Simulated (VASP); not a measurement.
Wanted: the native input for a VASP 6.6.1 run.

| Item | Value |
| --- | --- |
| Task | single point |
| Functional | PBEsol |
| Potentials or basis | VASP PAW PBE potentials, release 64 (Hg) |
| Cutoff | 520 eV |
| k mesh | 15 × 15 × 15 |
| Occupations | fermi-dirac, width 0.08 eV |
| Spin | no spin polarisation |
| Dipole correction | no |
| Further INCAR settings | ALGO = Normal; EDIFF = 1e-06; NBANDS = 12 |

The structure of Hg lies in POSCAR:

```
Hg
1.0
   -1.7646562313      1.7646562313      1.7646562313
    1.7646562313     -1.7646562313      1.7646562313
    1.7646562313      1.7646562313     -1.7646562313
Hg
1
Direct
    0.0000000000      0.0000000000      0.0000000000
```

One way to write it, as run:

INCAR

```
PREC = Accurate ; ENCUT = 520
EDIFF = 1E-6 ; ISMEAR = -1
SIGMA = 0.08 ; LREAL = False
LASPH = True ; NELM = 80
ALGO = Normal ; ISIF = 2
LWAVE = False ; LCHARG = True
GGA = PS ; LELF = True
LVHAR = True ; NBANDS = 12
```

KPOINTS

```
Automatic mesh
0
Gamma
  15 15 15
```

Potentials or basis: VASP PAW PBE potentials, release 64 (Hg).

The run is started by

```console
$ cat potpaw_PBE.64/Hg/POTCAR > POTCAR
$ mpirun -np 1 vasp_std > vasp.out
```

It gave:

- Pressure: 4.5 GPa
- Band gap on the k mesh: zero (bands 6 and 7 overlap by 3.61 eV)

Caveat: the cell stands under pressure; the PAW data sets were made with another functional, which shifts forces and pressure a little; spin-orbit coupling is left out, which moves the levels of the heavy elements.

Run time: 25 s on 1 thread of Intel Xeon 8259CL (shared host), peak memory 0.16 GiB.
